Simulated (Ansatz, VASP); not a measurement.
**BP in VASP and in Ansatz**

File INCAR:

```
SYSTEM = BP
PREC     = Accurate       ! precision mode
ENCUT    = 500            ! plane-wave cutoff, eV
EDIFF    = 1E-6           ! SCF threshold, eV
ISMEAR   = 0              ! smearing method
SIGMA    = 0.01           ! smearing width, eV
LREAL    = .FALSE.        ! projectors in reciprocal space
LASPH    = .TRUE.         ! aspherical terms in the spheres
NELM     = 120            ! most SCF steps
ALGO     = Normal         ! electronic algorithm
ISIF     = 2              ! what is computed and relaxed
LWAVE    = .FALSE.        ! write WAVECAR
LCHARG   = .FALSE.        ! write CHGCAR
GGA      = PS             ! functional
NBANDS   = 11             ! bands
GGA_COMPAT= .FALSE.
```

File KPOINTS:

```
regular mesh
0
G
  10 10 10
  0 0 0
```

POSCAR

```
BP
1.0
    0.0000000000      2.1729089052      2.1729089052
    2.1729089052      0.0000000000      2.1729089052
    2.1729089052      2.1729089052      0.0000000000
B P
1 1
Direct
    0.0000000000      0.0000000000      0.0000000000
    0.2500000000      0.2500000000      0.2500000000
```

Input for Ansatz:

```yaml
crystal:
  lattice:
    - [0.0, 2.1729089052, 2.1729089052]
    - [2.1729089052, 0.0, 2.1729089052]
    - [2.1729089052, 2.1729089052, 0.0]
  atoms:
    - { symbol: B, position: [0.0, 0.0, 0.0] }
    - { symbol: P, position: [0.25, 0.25, 0.25] }
scf:
  occupations: { method: fixed }
output:
  forces: true
  stress: true
  eigenvalues: true
hamiltonian:
  xc: pbesol
basis:
  ecutwfc: 520
kpoints:
  mp_grid: { grid: [10, 10, 10] }
```

Alike in both runs: task single point; functional PBEsol; k mesh 10 × 10 × 10; no spin polarisation.

|  | VASP | Ansatz |
| --- | --- | --- |
| version | VASP 6.6.1 | Ansatz 0.2.0 |
| potentials or method | VASP PAW PBE potentials, release 64 (B, P), cutoff 500 eV | scalar-relativistic, plane waves, PAW |
| occupations | gaussian, width 0.01 eV | fixed |
| valence electrons in the cell | 8 | 8 |

|  | VASP | Ansatz | Ansatz less VASP |
| --- | --- | --- | --- |
| gap on the k mesh at the Fermi level (eV) | 0.96 | 0.96 | +0.006 |
| least direct gap on the mesh (eV) | 3.59 | 3.60 | +0.009 |
| pressure (GPa) | 25.0 | 24.9 | -0.10 |

VASP's potentials were made for PBE, not for PBEsol.
